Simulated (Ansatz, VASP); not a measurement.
# One calculation of MgI2, two programs

File INCAR:

```
SYSTEM = MgI2
  PREC = Accurate
  ENCUT = 520
  EDIFF = 1E-7
  ISMEAR = 0
  SIGMA = 0.05
  LREAL = .FALSE.
  LASPH = .TRUE.
  NELM = 80
  ALGO = Normal
  ISIF = 2
  LWAVE = .FALSE.
  LCHARG = .FALSE.
  LDIPOL = .TRUE.
  IDIPOL = 3
  DIPOL = 0.5 0.5 0.500
  GGA = PE
  IVDW = 12
  IBRION = 2
  NSW = 60
  EDIFFG = -0.04
```

File KPOINTS:

```
regular mesh
0
G
  9 9 1
  0 0 0
```

POSCAR

```
MgI2
1.0
    4.1376793489      0.0000000000      0.0000000000
   -2.0688396744      3.5833354288      0.0000000000
    0.0000000000      0.0000000000     21.3639861343
I Mg
2 1
Direct
    0.3333333333      0.6666666667      0.4212696986
    0.6666666667      0.3333333333      0.5787303014
    0.0000000000      0.0000000000      0.4999999951
```

Input for Ansatz:

```yaml
crystal:
  lattice:
    - [4.1376793489, 0.0, 0.0]
    - [-2.0688396744, 3.5833354288, 0.0]
    - [0.0, 0.0, 21.3639861343]
  atoms:
    - { symbol: I, position: [0.3333333333, 0.6666666667, 0.4212696986] }
    - { symbol: Mg, position: [0.0, 0.0, 0.4999999951] }
    - { symbol: I, position: [0.6666666667, 0.3333333333, 0.5787303014] }
basis:
  ecutwfc: 420.0
  fft_grid_basis: typed
kpoints:
  mp_grid: { grid: [9, 9, 1] }
hamiltonian:
  xc: pbe
  dispersion: d3bj
  pseudopotentials: { kind: paw }
scf:
  occupations: { method: gaussian, width: 0.05 }
output:
  forces: true
  eigenvalues: true
efield:
  axis: 3
  dipole_correction: true
  ramp_width: 0.04
relax:
  adjacent_minimum: "off"
  f_tol: 0.04
  max_steps: 40
```

Alike in both runs: task relaxation of the atoms; functional PBE; dispersion D3(BJ); k mesh 9 × 9 × 1; occupations gaussian, width 0.05 eV; no spin polarisation.

|  | VASP | Ansatz |
| --- | --- | --- |
| version | VASP 6.6.1 | Ansatz 0.2.0 |
| potentials or method | VASP PAW PBE potentials, release 64 (I, Mg), cutoff 520 eV | scalar-relativistic, plane waves, PAW |
| valence electrons in the cell | 16 | 44 |

```csv
,VASP,Ansatz,Ansatz less VASP
"gap on the k mesh at the Fermi level, each at its own relaxed structure (eV)",3.68,3.69,+0.017
```

VASP's potentials hold 16 valence electrons a cell and Ansatz's 44, so a difference there can come from the potentials and not from the codes.

Neither program's run includes spin-orbit coupling. Noted on VASP's run: the relaxation stopped at its first step, so nothing moved.
